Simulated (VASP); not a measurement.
Here is a VASP 6.6.1 calculation.

INCAR

```
SYSTEM = Ge
PREC = Accurate ; ENCUT = 500
EDIFF = 1E-6 ; ISMEAR = -1
SIGMA = 0.1 ; LREAL = .False.
LASPH = .True. ; NELM = 120
ALGO = Normal ; ISIF = 2
LWAVE = .False. ; LCHARG = .False.
NBANDS = 21 ; GGA_COMPAT = .False.
```

KPOINTS

```
regular mesh
0
Gamma
  6 6 6
  0 0 0
```

POSCAR

```
Ge
1.0
    0.0000000000      2.7513662564      2.7513662564
    2.7513662564      0.0000000000      2.7513662564
    2.7513662564      2.7513662564      0.0000000000
Ge
2
Direct
    0.0000000000      0.0000000000      0.0000000000
    0.2500000000      0.2500000000      0.2500000000
```

Potentials or basis: VASP PAW LDA potentials, release 64 (Ge_d).

Command:

```bash
$ cat potpaw_LDA.64/Ge_d/POTCAR > POTCAR
$ mpirun -np 1 vasp_std > vasp.out
```

(1) What does it give for the band gap on the k mesh?

(2) What does it give for the pressure?

## Answers

(1) 0.33 eV, indirect (least direct gap 0.64 eV).

(2) 5.5 GPa.
